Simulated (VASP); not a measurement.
# Ti36H (a cell with a defect) in VASP: single point with PBE

Aim: the single point of Ti36H (a cell with a defect) with PBE.

Everything below comes from runs of VASP 6.6.1. Logs are shortened: lines on timing, memory, paths and dates and some standing lists are left out, and cuts for length are marked.

### 1 The cell of the first run

The cell holds a defect, 37 atoms: a = 8.818 Å, b = 8.818 Å, c = 9.297 Å, α = 90.00°, β = 90.00°, γ = 120.00°.

### 2 Single point, PBE

INCAR

```
SYSTEM = Ti36H
ALGO = Normal ; EDIFF = 1E-7
ENCUT = 520 ; GGA = PE
ISIF = 2 ; ISMEAR = 1
LASPH = .TRUE. ; LCHARG = .FALSE.
LREAL = Auto ; LWAVE = .FALSE.
NBANDS = 240 ; NELM = 80
PREC = Accurate ; SIGMA = 0.1
```

KPOINTS

```
k-points
0
G
  1 1 1
  0 0 0
```

POSCAR

```
Ti36H
1.0
    8.8180724700      0.0000000900      0.0000000000
   -4.4090363100      7.6366747300      0.0000000000
    0.0000000000      0.0000000000      9.2970418600
Ti H
36 1
Direct
    0.1069727555      0.2196855372      0.1275062561
    0.2192576506      0.1016759267      0.3775414861
    0.1094594243      0.2207734452      0.6272907112
    0.2214978904      0.1121391195      0.8744505104
    0.1119223481      0.5546478199      0.1267164349
    0.2207821986      0.4469585390      0.3772580626
    0.1115368967      0.5549966628      0.6277681749
    0.2217780492      0.4433458409      0.8743149835
    0.1116302006      0.8891952623      0.1266579217
    0.2236852973      0.7766928918      0.3743177725
    0.1112706709      0.8881069614      0.6279731863
    0.2211615112      0.7773041527      0.8746136806
    0.4453297669      0.2212923844      0.1284619364
    0.5587479316      0.1090661812      0.3744912686
    0.4450798041      0.2214461162      0.6270574111
    0.5532315537      0.1120333104      0.8741185769
    0.4464773411      0.5587145074      0.1277820427
    0.5671612980      0.4490154511      0.3776513060
    0.4455801376      0.5567014584      0.6272390818
    0.5532542081      0.4437585821      0.8745269864
    0.4450187015      0.8892832548      0.1249506044
    0.5587129623      0.7802111731      0.3744231824
    0.4443788681      0.8886050801      0.6264667932
    0.5538724854      0.7764907057      0.8739590638
    0.7769927283      0.2214008046      0.1249751284
    0.8875695983      0.1090887002      0.3743803731
    0.7777706599      0.2221115852      0.6264884129
    0.8882968362      0.1111605444      0.8738860298
    0.7776162631      0.5550570215      0.1266626544
    0.8913881350      0.4442622005      0.3742905596
    0.7785938893      0.5553427480      0.6280339583
    0.8880310077      0.4441303368      0.8746289543
    0.7773299458      0.8888111868      0.1250440750
    0.8911129075      0.7770798325      0.3742324766
    0.7780685533      0.8882035925      0.6264615227
    0.8877439030      0.7776425120      0.8746714409
    0.3372993029      0.3319799598      0.3130939974
```

Potentials or basis: VASP PAW PBE potentials, release 64 (Ti_sv, H).

The run is started by

```sh
$ cat potpaw_PBE.64/Ti_sv/POTCAR potpaw_PBE.64/H/POTCAR > POTCAR
$ mpirun -np 1 vasp_gam > vasp.out
```

OUTCAR:

```text
SYSTEM = Ti36H
   EDIFF = 1E-7
   ENCUT = 520
   GGA = PE
   ISIF = 2
   ISMEAR = 1
   LASPH = .TRUE.
   LREAL = Auto
   NELM = 80
   PREC = Accurate

 ion  position               nearest neighbor table
   1  0.107  0.220  0.128-  26 2.84  28 2.89   6 2.90   4 2.90   8 2.91  33 2.91   2 2.92  25 2.92

   2  0.219  0.102  0.378-  37 1.86   9 2.84  11 2.84  34 2.88  10 2.89  13 2.89  15 2.89   3 2.91
                             1 2.92
   3  0.109  0.221  0.627-  28 2.85   4 2.85   8 2.86   6 2.90  26 2.90   2 2.91
   4  0.221  0.112  0.874-   3 2.85  11 2.86  15 2.86   9 2.90   1 2.90  13 2.92   8 2.92
   5  0.112  0.555  0.127-  30 2.85   6 2.86  10 2.86   8 2.89  12 2.90  32 2.90
   6  0.221  0.447  0.377-  37 1.87   5 2.86   7 2.86  19 2.89  17 2.89  30 2.89  10 2.90   3 2.90
                             1 2.90
   7  0.112  0.555  0.628-   8 2.85  12 2.85   6 2.86  32 2.86  30 2.89  10 2.90
   8  0.222  0.443  0.874-   7 2.85   3 2.86  19 2.86   5 2.89   1 2.91  17 2.92   4 2.92
   9  0.112  0.889  0.127-   2 2.84  34 2.85  10 2.87  12 2.89   4 2.90  36 2.90
  10  0.224  0.777  0.374-   5 2.86  21 2.87   9 2.87   2 2.89  23 2.89   6 2.90   7 2.90  11 2.91
[... 30 lines left out ...]
  34  0.891  0.777  0.374-   9 2.85  29 2.86  18 2.88   2 2.88  33 2.89  11 2.90  35 2.90  31 2.90

  35  0.778  0.888  0.626-  36 2.86  28 2.86  24 2.87  22 2.88  26 2.89  34 2.90
  36  0.888  0.778  0.875-  31 2.85  35 2.86  11 2.86  33 2.88  29 2.89   9 2.90
  37  0.337  0.332  0.313-  18 1.86   2 1.86   6 1.87

  LATTYP: Found a hexagonal cell.
 ALAT       =     8.8180724700
 C/A-ratio  =     1.0543167899

  Lattice vectors:

 A1 = (   8.8180724700,   0.0000000900,   0.0000000000)
 A2 = (  -4.4090363100,   7.6366747300,   0.0000000000)
 A3 = (   0.0000000000,   0.0000000000,   9.2970418600)

Analysis of symmetry for initial positions (statically):
=====================================================================
 Subroutine PRICEL returns:
 Original cell was already a primitive cell.

 Routine SETGRP: Setting up the symmetry group for a
 hexagonal supercell.

 Subroutine GETGRP returns: Found  1 space group operations
 (whereof  1 operations were pure point group operations)
 out of a pool of 24 trial point group operations.

The static configuration has the point symmetry C_1 .

Analysis of symmetry for dynamics (positions and initial velocities):
=====================================================================
 Subroutine PRICEL returns:
 Original cell was already a primitive cell.

 Routine SETGRP: Setting up the symmetry group for a
 hexagonal supercell.

 Subroutine GETGRP returns: Found  1 space group operations
 (whereof  1 operations were pure point group operations)
 out of a pool of 24 trial point group operations.

[... 156 lines left out ...]
   PSTRESS=    0.0 pullay stress
   NELECT =     433.0000    total number of electrons
   NUPDOWN=      -1.0000    fix difference up-down
   EMIN   =  10.00;   EMAX   =-10.00  energy-range for DOS
   EFERMI =   0.00;   METHOD = LEGACY
   ISMEAR =     1;   SIGMA  =   0.10  broadening in eV -4-tet -1-fermi 0-gaus
   EFERMI_NEDOS =   21; number of points for ismear=-14 and -15
   IALGO  =     38    algorithm
   IMIX   =      4    mixing-type and parameters
     AMIX     =   0.40;   BMIX     =  1.00
     AMIX_MAG =   1.60;   BMIX_MAG =  1.00
  volume/ion in A,a.u.               =      16.92       114.19
  Fermi-wavevector in a.u.,A,eV,Ry     =   1.447760  2.735870 28.517931  2.096009
  Thomas-Fermi vector in A             =   2.565678
   LORBIT       =      0    0 simple, 1 ext, 2 COOP (PROOUT), +10 PAW based schemes
   GGA     = PE    functional components
   LHFCALC =     F    Hartree Fock is set to
   AEXX    =    0.0000 exact exchange contribution
   IVDW    =     0    specifies the selected vdW correction
   LEPSILON=     F    determine dielectric tensor
   LRPA    =     F    only Hartree local field effects (RPA)
 non-spin polarized calculation
 Methfessel and Paxton  Order N= 1 SIGMA  =   0.10
  energy-cutoff  :      520.00
  volume of cell :      626.07
 maximum number of plane-waves:      8424
 NGX is ok and might be reduce to    70
   NGX = 33   NGY = 33   NGZ = 35

 number of electron     433.0000034 magnetization

 Free energy of the ion-electron system (eV)
  ---------------------------------------------------
  ext. energy  EPLUGINS =         0.00000000
  ---------------------------------------------------
  free energy    TOTEN  =      -286.78091745 eV

  energy without entropy =     -286.79536248  energy(sigma->0) =     -286.78573246

 E-fermi :   8.3839     XC(G=0): -11.5059

 val. band max:        8.3740772079   @ k =   0.0000   0.0000   0.0000
 cond. band min:       8.4874700154   @ k =   0.0000   0.0000   0.0000
 fundamental gap:      0.1133928074
 Fermi energy:         8.3839306851

 k-point     1 :       0.0000    0.0000    0.0000
  band No.  band energies     occupation
      1     -48.5045      2.00000
      2     -48.4548      2.00000
      3     -48.4506      2.00000
      4     -48.4476      2.00000
      5     -48.4215      2.00000
      6     -48.4178      2.00000
[... 220 lines left out ...]
    227       8.8983     -0.00000
    228       8.9058     -0.00000
 [bands above 228 left out]

------------------------ aborting loop because EDIFF is reached ----------------------------------------

  FORCE on cell =-STRESS in cart. coord.  units (eV):
  Direction    XX          YY          ZZ          XY          YZ          ZX
  --------------------------------------------------------------------------------------
  -------------------------------------------------------------------------------------
  Total       -1.1012174     -0.9562216     -6.5837931      0.3235176     -0.0161373      0.0745859
  in kB       -2.8181293     -2.4470699    -16.8486074      0.8279150     -0.0412970      0.1908730
  external PRESSURE =      -7.3712689 kB  Pullay stress =       0.0000000 kB

 VOLUME and BASIS-vectors are now :
 -----------------------------------------------------------------------------
  energy-cutoff  :      520.00
  volume of cell :      626.07
      direct lattice vectors                 reciprocal lattice vectors
     8.818072470  0.000000090  0.000000000     0.113403467  0.065473524  0.000000000
    -4.409036310  7.636674730  0.000000000    -0.000000001  0.130947046  0.000000000
     0.000000000  0.000000000  9.297041860     0.000000000  0.000000000  0.107561095

 POSITION                                       TOTAL-FORCE (eV/Angst)
 -----------------------------------------------------------------------------------
     -0.02531      1.67767      1.18543        -0.017064     -0.007958      0.092927
      1.48514      0.77647      3.51002         0.002990     -0.023735      0.073332
     -0.00818      1.68597      5.83195         0.024440      0.012298      0.022012
      1.45876      0.85637      8.12980         0.005904      0.020129      0.012942
     -1.45852      4.23567      1.17809         0.010259     -0.003202      0.058828
     -0.02378      3.41328      3.50738        -0.036854      0.015006      0.070399
[... 29 lines left out ...]
      4.39954      5.93860      8.13186        -0.001854     -0.007976      0.004184
      1.51062      2.53522      2.91085        -0.000798      0.001410     -1.109126
 -----------------------------------------------------------------------------------
    total drift:                                0.002531     -0.021463     -0.007382

  FREE ENERGIE OF THE ION-ELECTRON SYSTEM (eV)
  ---------------------------------------------------
  free  energy   TOTEN  =      -286.7809174535 eV

  energy  without entropy=     -286.7953624792  energy(sigma->0) =     -286.78573246
```

OSZICAR:

```text
N       E                     dE             d eps       ncg     rms          rms(c)
DAV:   1     0.853970629146E+04    0.85397E+04   -0.23841E+05   496   0.246E+03
DAV:   2     0.110505770968E+04   -0.74346E+04   -0.73754E+04   480   0.842E+02
DAV:   3     0.387007425321E+02   -0.10664E+04   -0.10243E+04   616   0.279E+02
[... 18 lines left out ...]
DAV:  22    -0.286780915915E+03   -0.75207E-06   -0.11220E-06   664   0.505E-03    0.163E-03
DAV:  23    -0.286780916400E+03   -0.48526E-06   -0.42847E-07   416   0.377E-03    0.982E-04
DAV:  24    -0.286780917223E+03   -0.82340E-06   -0.94377E-08   312   0.177E-03    0.506E-04
DAV:  25    -0.286780917384E+03   -0.16113E-06   -0.58420E-08   312   0.117E-03    0.327E-04
DAV:  26    -0.286780917453E+03   -0.69136E-07   -0.40584E-08   312   0.922E-04
   1 F= -.28678092E+03 E0= -.28678573E+03  d E =0.144450E-01
```

stdout:

```text
POSCAR found type information on POSCAR TiH
 POSCAR found :  2 types and      37 ions
 scaLAPACK will be used
 LDA part: xc-table for (Slater+PW92), standard interpolation
 POSCAR, INCAR and KPOINTS ok, starting setup
 FFT: planning ... GRIDC
 FFT: planning ... GRID_SOFT
 FFT: planning ... GRID
 WAVECAR not read
 entering main loop
```

Run time: 8.5 min. Hardware: 1 thread of Intel Xeon Platinum 8488C (Sapphire Rapids), shared host; peak memory 0.69 GiB.

Results:

```
Free energy            : -286.7809 eV
Pressure               : -0.7 GPa
Largest force          : 1.109 eV/Å
Band gap on the k mesh : zero (an odd number of electrons rules out a gap without spin polarisation)
```

Forces in eV/Å, atoms in the order of the input:
```
Ti  -0.017 -0.008  0.093
Ti   0.003 -0.024  0.073
Ti   0.024  0.012  0.022
Ti   0.006  0.020  0.013
Ti   0.010 -0.003  0.059
Ti  -0.037  0.015  0.070
Ti  -0.015 -0.005  0.043
Ti   0.011 -0.003  0.015
Ti   0.002  0.006  0.064
Ti  -0.009  0.009 -0.003
Ti   0.012 -0.007  0.048
Ti  -0.004  0.004  0.007
Ti   0.014 -0.010  0.098
Ti  -0.009  0.013  0.000
Ti   0.008 -0.001  0.028
Ti  -0.008  0.004 -0.003
Ti   0.006  0.015  0.095
Ti   0.011  0.006  0.079
Ti   0.003 -0.017  0.029
Ti  -0.011 -0.004  0.018
Ti  -0.004 -0.002  0.021
Ti   0.000  0.004  0.003
Ti  -0.005 -0.008  0.021
Ti   0.006 -0.024 -0.007
Ti  -0.005 -0.003  0.015
Ti  -0.001  0.009  0.003
Ti   0.003  0.011  0.023
Ti   0.011  0.013 -0.006
Ti  -0.001 -0.006  0.061
Ti  -0.006 -0.001  0.007
Ti   0.009  0.004  0.057
Ti   0.001  0.000  0.009
Ti  -0.007 -0.007  0.017
Ti  -0.006 -0.006  0.002
Ti   0.008  0.001  0.029
Ti  -0.002 -0.008  0.004
H   -0.001  0.001 -1.109
```

Caveat: the k points lie up to 0.82 Å⁻¹ apart, too coarse for converged energies and pressures of a metal.

The gap in the log of VASP goes by the Fermi energy; the results here count the filled bands.